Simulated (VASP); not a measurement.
# Se (P3_121) in VASP: single point with r2SCAN

Aim: the single point of Se with r2SCAN.

Program: VASP 6.6.1. These are calculated values, not measurements. Logs are shortened: lines on timing, memory, paths and dates and some standing lists are left out, and cuts for length are marked.

**1. The cell of the first run**

It takes space group P3_121 (No. 152, trigonal). Conventional cell: a = 4.339 Å, b = 4.339 Å, c = 4.925 Å, α = 90.00°, β = 90.00°, γ = 120.00°. Within 3.1 Å of Se (site symmetry 2) lie 2 Se at 2.36 Å.

**2. Single point, r2SCAN**

POSCAR reads:

```
Se
1.0
    4.3393220000      0.0000000000      0.0000000000
   -2.1696610000      3.7579650000      0.0000000000
    0.0000000000      0.0000000000      4.9254490000
Se
3
Direct
    0.2254000000      0.0000000000      0.3333300000
    0.0000000000      0.2254000000      0.6666600000
    0.7746000000      0.7746000000      0.0000000000
```

INCAR.step1 reads:

```
  PREC = Accurate
  ENCUT = 520
  ISMEAR = -1
  SIGMA = 0.1
  LREAL = False
  LASPH = True
  NELM = 100
  NBANDS = 16
  GGA = PE
  ALGO = Normal
  EDIFF = 1E-4
  LWAVE = True
  LCHARG = False
```

INCAR.step2 reads:

```
  PREC = Accurate
  ENCUT = 520
  EDIFF = 1E-6
  ISMEAR = -1
  SIGMA = 0.1
  LREAL = False
  LASPH = True
  NELM = 100
  ALGO = Normal
  ISIF = 2
  LWAVE = False
  LCHARG = True
  METAGGA = R2SCAN
  LMIXTAU = True
  LELF = True
  LVHAR = True
  NBANDS = 16
  ISTART = 1
```

KPOINTS reads:

```
regular mesh
0
Gamma
  7 7 5
```

Potentials or basis: VASP PAW PBE potentials, release 64 (Se).

Command:

```
> cat potpaw_PBE.64/Se/POTCAR > POTCAR
> cp INCAR.step1 INCAR
> mpirun -np 1 vasp_std > vasp.out
> cp INCAR.step2 INCAR
> mpirun -np 1 vasp_std > vasp.out
```

OUTCAR:

```text
PREC = Accurate
   ENCUT = 520
   EDIFF = 1E-6
   ISMEAR = -1
   LREAL = False
   LASPH = True
   NELM = 100
   ISIF = 2
   METAGGA = R2SCAN
   ISTART = 1

 ion  position               nearest neighbor table
   1  0.225  0.000  0.333-   3 2.36   2 2.36
   2  0.000  0.225  0.667-   1 2.36   3 2.36
   3  0.775  0.775  0.000-   1 2.36   2 2.36

  LATTYP: Found a hexagonal cell.
 ALAT       =     4.3393220000
 C/A-ratio  =     1.1350734055

  Lattice vectors:

 A1 = (   4.3393220000,   0.0000000000,   0.0000000000)
 A2 = (  -2.1696610000,   3.7579650000,   0.0000000000)
 A3 = (   0.0000000000,   0.0000000000,   4.9254490000)

Analysis of symmetry for initial positions (statically):
=====================================================================
 Subroutine PRICEL returns:
 Original cell was already a primitive cell.

 Routine SETGRP: Setting up the symmetry group for a
 hexagonal supercell.

 Subroutine GETGRP returns: Found  2 space group operations
 (whereof  1 operations were pure point group operations)
 out of a pool of 24 trial point group operations.

The static configuration has the point symmetry C_1 .
 The point group associated with its full space group is C_2 .

Analysis of symmetry for dynamics (positions and initial velocities):
=====================================================================
 Subroutine PRICEL returns:
 Original cell was already a primitive cell.

 Routine SETGRP: Setting up the symmetry group for a
 hexagonal supercell.

 Subroutine GETGRP returns: Found  2 space group operations
 (whereof  1 operations were pure point group operations)
 out of a pool of 24 trial point group operations.

The dynamic configuration has the point symmetry C_1 .
 The point group associated with its full space group is C_2 .

 Subroutine INISYM returns: Found  2 space group operations
 (whereof  1 operations are pure point group operations),
 and found     1 'primitive' translations

----------------------------------------------------------------------------------------

                                     Primitive cell

  volume of cell :      80.3194

  direct lattice vectors                    reciprocal lattice vectors
     4.339322000  0.000000000  0.000000000     0.230450748  0.133050734  0.000000000
    -2.169661000  3.757965000  0.000000000     0.000000000  0.266101467  0.000000000
     0.000000000  0.000000000  4.925449000     0.000000000  0.000000000  0.203027176

  length of vectors
     4.339322000  4.339323657  4.925449000     0.266101569  0.266101467  0.203027176

  position of ions in fractional coordinates (direct lattice)
     0.225400000  0.000000000  0.333330000
     0.000000000  0.225400000  0.666660000
     0.774600000  0.774600000  0.000000000

  ion indices of the primitive-cell ions
   primitive index   ion index
                 1           1
                 2           2
                 3           3

----------------------------------------------------------------------------------------

 KPOINTS: regular mesh

Automatic generation of k-mesh.
 Grid dimensions read from file:
 generate k-points for:    7    7    5

 Generating k-lattice:

  Cartesian coordinates                     Fractional coordinates (reciprocal lattice)
     0.032921535  0.019007248  0.000000000     0.142857143  0.000000000  0.000000000
     0.000000000  0.038014495  0.000000000     0.000000000  0.142857143  0.000000000
     0.000000000  0.000000000  0.040605435     0.000000000  0.000000000  0.200000000

  Length of vectors
     0.038014510  0.038014495  0.040605435

  Shift w.r.t. Gamma in fractional coordinates (k-lattice)
     0.000000000  0.000000000  0.000000000

 Subroutine IBZKPT returns following result:
 ===========================================

 Found     72 irreducible k-points:

 Following reciprocal coordinates:
            Coordinates               Weight
  0.000000  0.000000  0.000000      1.000000
  0.142857 -0.000000  0.000000      4.000000
  0.000000  0.142857  0.000000      2.000000
  0.285714 -0.000000  0.000000      4.000000
  0.000000  0.285714  0.000000      2.000000
  0.428571 -0.000000  0.000000      4.000000
[... 16 lines left out ...]
  0.000000  0.285714  0.200000      2.000000
 -0.285714  0.000000  0.200000      4.000000
 [... further k-points ...]
   k-points           NKPTS =     72   k-points in BZ     NKDIM =     72   number of bands    NBANDS=     16
   number of dos      NEDOS =    301   number of ions     NIONS =      3
   total plane-waves  NPLWV =  40960
   dimension x,y,z NGX =    32 NGY =   32 NGZ =   40
   dimension x,y,z NGXF=    64 NGYF=   64 NGZF=   80
   ions per type =               3
   NGX,Y,Z   is equivalent  to a cutoff of  12.26, 12.26, 13.50 a.u.
   NGXF,Y,Z  is equivalent  to a cutoff of  24.52, 24.52, 27.00 a.u.
 SYSTEM =  unknown system
   PREC   = accura    normal or accurate (medium, high low for compatibility)
   ISTART =      1    job   : 0-new  1-cont  2-samecut
   ICHARG =      0    charge: 1-file 2-atom 10-const
   ISPIN  =      1    spin polarized calculation?
   LNONCOLLINEAR =      F non collinear calculations
   LSORBIT =      F    spin-orbit coupling
   LASPH  =      T    aspherical Exc in radial PAW
   ENCUT  =  520.0 eV  38.22 Ry    6.18 a.u.   8.07  8.07  9.16*2*pi/ulx,y,z
   NELM   =    100;   NELMIN=  2; NELMDL=  0     # of ELM steps
   EDIFF  = 0.1E-05   stopping-criterion for ELM
   LREAL  =      F    real-space projection
   EDIFFG = 0.1E-04   stopping-criterion for IOM
   NSW    =      0    number of steps for IOM
   IBRION =     -1    ionic relax: 0-MD 1-quasi-New 2-CG
   NFREE  =      0    steps in history (QN), initial steepest desc. (CG)
   ISIF   =      2    stress and relaxation
   ISYM   =      2    0-nonsym 1-usesym 2-fastsym
   POTIM  = 0.5000    time-step for ionic-motion
   TEBEG  =    0.0;   TEEND  =   0.0 temperature during run
   PSTRESS=    0.0 pullay stress
   NELECT =      18.0000    total number of electrons
   NUPDOWN=      -1.0000    fix difference up-down
   EMIN   =  10.00;   EMAX   =-10.00  energy-range for DOS
   EFERMI =   0.00;   METHOD = LEGACY
   ISMEAR =    -1;   SIGMA  =   0.10  broadening in eV -4-tet -1-fermi 0-gaus
   EFERMI_NEDOS =   21; number of points for ismear=-14 and -15
   IALGO  =     38    algorithm
   IMIX   =      4    mixing-type and parameters
     AMIX     =   0.40;   BMIX     =  1.00
     AMIX_MAG =   1.60;   BMIX_MAG =  1.00
  volume/ion in A,a.u.               =      26.77       180.67
  Fermi-wavevector in a.u.,A,eV,Ry     =   0.994395  1.879134 13.453727  0.988821
  Thomas-Fermi vector in A             =   2.126343
   LORBIT       =      0    0 simple, 1 ext, 2 COOP (PROOUT), +10 PAW based schemes
   METAGGA = R2SCAN    functional components
   LHFCALC =     F    Hartree Fock is set to
   AEXX    =    0.0000 exact exchange contribution
   IVDW    =     0    specifies the selected vdW correction
   LEPSILON=     F    determine dielectric tensor
   LRPA    =     F    only Hartree local field effects (RPA)
 non-spin polarized calculation
  energy-cutoff  :      520.00
  volume of cell :       80.32
 maximum number of plane-waves:      2178
   NGX = 17   NGY = 17   NGZ = 19

 number of electron      18.0000000 magnetization

 Free energy of the ion-electron system (eV)
  ---------------------------------------------------
  ext. energy  EPLUGINS =         0.00000000
  ---------------------------------------------------
  free energy    TOTEN  =       -42.89522324 eV

  energy without entropy =      -42.89512253  energy(sigma->0) =      -42.89517289

 E-fermi :   3.3081     XC(G=0):  -9.3592

 val. band max:        2.5388281732   @ k =   0.0000   0.4286   0.4000
 cond. band min:       4.0452202899   @ k =   0.0000   0.0000   0.4000
 fundamental gap:      1.5063921167
 Fermi energy:         3.3080794136

 k-point     1 :       0.0000    0.0000    0.0000
  band No.  band energies     occupation
      1     -14.0601      2.00000
      2      -9.6022      2.00000
      3      -9.6021      2.00000
      4      -1.4422      2.00000
      5      -1.4422      2.00000
      6      -1.3796      2.00000
[... 8 lines left out ...]
     15       9.4847      0.00000
     16      11.4945      0.00000

 k-point     2 :       0.1429   -0.0000    0.0000
  band No.  band energies     occupation
      1     -13.9763      2.00000
      2      -9.6798      2.00000
      3      -9.5925      2.00000
      4      -2.0806      2.00000
      5      -1.7141      2.00000
      6      -1.1744      2.00000
[... 8 lines left out ...]
     15      10.3460      0.00000
     16      11.4611      0.00000

 k-point     3 :       0.0000    0.1429    0.0000
  band No.  band energies     occupation
      1     -13.9763      2.00000
      2      -9.6799      2.00000
      3      -9.5924      2.00000
      4      -2.0805      2.00000
      5      -1.7141      2.00000
      6      -1.1744      2.00000
[... 8 lines left out ...]
     15      10.3460      0.00000
     16      11.4611      0.00000

 k-point     4 :       0.2857   -0.0000    0.0000
  band No.  band energies     occupation
      1     -13.7686      2.00000
      2      -9.8924      2.00000
      3      -9.5701      2.00000
      4      -2.6467      2.00000
      5      -2.1060      2.00000
      6      -1.2142      2.00000
[... 8 lines left out ...]
     15      11.3734      0.00000
     16      12.2773      0.00000
[... 324 lines left out ...]
 k-point    22 :       0.2857   -0.0000    0.2000
  band No.  band energies     occupation
      1     -13.5749      2.00000
      2     -10.9495      2.00000
      3      -8.6623      2.00000
      4      -2.6105      2.00000
      5      -2.2060      2.00000
      6      -0.9698      2.00000
[... 8 lines left out ...]
     15      10.9540      0.00000
     16      11.5913      0.00000

 k-point    23 :       0.0000    0.2857    0.2000
  band No.  band energies     occupation
      1     -13.5719      2.00000
      2     -10.9777      2.00000
      3      -8.5972      2.00000
      4      -2.7333      2.00000
      5      -2.4192      2.00000
      6      -1.1510      2.00000
[... 8 lines left out ...]
     15      11.2295      0.00000
     16      12.1541      0.00000

 k-point    24 :      -0.2857    0.0000    0.2000
  band No.  band energies     occupation
      1     -13.5719      2.00000
      2     -10.9777      2.00000
      3      -8.5973      2.00000
      4      -2.7332      2.00000
      5      -2.4192      2.00000
      6      -1.1510      2.00000
[... 8 lines left out ...]
     15      11.2295      0.00000
     16      12.1540      0.00000

 [... further k-points ...]
[... 5 lines left out ...]
  --------------------------------------------------------------------------------------
  -------------------------------------------------------------------------------------
  Total        0.9919636      0.9917147      1.7135201      0.0000000      0.0003592      0.0000000
  in kB       19.7872700     19.7823058     34.1805733      0.0000000      0.0071650      0.0000000
  external PRESSURE =      24.5833831 kB  Pullay stress =       0.0000000 kB

 VOLUME and BASIS-vectors are now :
 -----------------------------------------------------------------------------
  energy-cutoff  :      520.00
  volume of cell :       80.32
      direct lattice vectors                 reciprocal lattice vectors
     4.339322000  0.000000000  0.000000000     0.230450748  0.133050734  0.000000000
    -2.169661000  3.757965000  0.000000000     0.000000000  0.266101467  0.000000000
     0.000000000  0.000000000  4.925449000     0.000000000  0.000000000  0.203027176

 POSITION                                       TOTAL-FORCE (eV/Angst)
 -----------------------------------------------------------------------------------
      0.97808      0.00000      1.64180         0.241422      0.000000      0.000000
     -0.48904      0.84705      3.28360        -0.120711      0.208985      0.000229
      1.68062      2.91092      0.00000        -0.120711     -0.208985     -0.000229
 -----------------------------------------------------------------------------------
    total drift:                               -0.000008     -0.000001     -0.000000

  FREE ENERGIE OF THE ION-ELECTRON SYSTEM (eV)
  ---------------------------------------------------
  free  energy   TOTEN  =       -42.8952232420 eV

  energy  without entropy=      -42.8951225298  energy(sigma->0) =      -42.89517289
```

Wall time 3.1 min (1 thread of Intel Xeon Platinum 8375C at 2.90GHz (Ice Lake), shared host); peak memory 0.24 GiB.

What came out:

```yaml
Free_energy: -42.8952 eV
Pressure: 2.5 GPa
Largest_force: 0.241 eV/Å
Band_gap_on_the_k_mesh: 1.51 eV, indirect (least direct gap 1.88 eV)
```

Forces on the atoms (eV/Å):
```
Se   0.241  0.000  0.000
Se  -0.121  0.209  0.000
Se  -0.121 -0.209  0.000
```

Stress tensor (GPa, compression positive):
```
1.98 0.00 0.00
0.00 1.98 0.00
0.00 0.00 3.42
```

Levels at points of the mesh, in eV from the valence-band top:
```csv
k point,band 5,band 6,band 7,band 8,band 9,band 10,band 11,band 12,band 13,band 14
"(0.00, 0.00, 0.00)",-3.98,-3.92,-2.17,-2.17,-0.44,2.21,2.21,2.46,6.89,6.95
```

Caveat: the PAW data sets were made with another functional, which shifts forces and pressure a little. r2SCAN opens gaps a little over a GGA but as a rule still falls short of measured ones.
